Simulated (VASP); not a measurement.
Rh, 4 atoms in the cell. Symmetry: P6_3/mmc, No. 194, hexagonal system. Conventional cell: a = 2.712 Å, b = 2.712 Å, c = 8.493 Å, α = 90.00°, β = 90.00°, γ = 120.00°. Within 3.5 Å of Rh (site symmetry -3m) lie 12 Rh at 2.64 to 2.71 Å. Within 3.5 Å of Rh (site symmetry -6m2) lie 12 Rh at 2.64 to 2.71 Å.  This cell differs from its parent crystal: ratio of the length along z to the lengths across it x 0.96, volume and fractional coordinates fixed.

* Program: VASP 6.6.1
* Task: single point
* Functional: PBEsol
* Potentials or basis: VASP PAW PBE potentials, release 64 (Rh_pv)
* Cutoff: 520 eV
* k mesh: 24 × 24 × 6
* Occupations: gaussian, width 0.15 eV
* Spin: no spin polarisation
* Dipole correction: no
* Further INCAR settings: ALGO = Fast; EDIFF = 1e-06; NBANDS = 38

Potentials or basis: VASP PAW PBE potentials, release 64 (Rh_pv).

Launch:

```bash
$ cat potpaw_PBE.64/Rh_pv/POTCAR > POTCAR
$ mpirun -np 1 vasp_std > vasp.out
```

Hardware: 1 thread of AMD EPYC 9R45 96-Core Processor (Zen 5) (shared host).

Task: Estimate the wall time of this run.

Result: Run time: 4.9 min on 1 thread of AMD EPYC 9R45 96-Core Processor (Zen 5) (shared host), peak memory 0.39 GiB. Counts: scf iterations 16, k points 244.
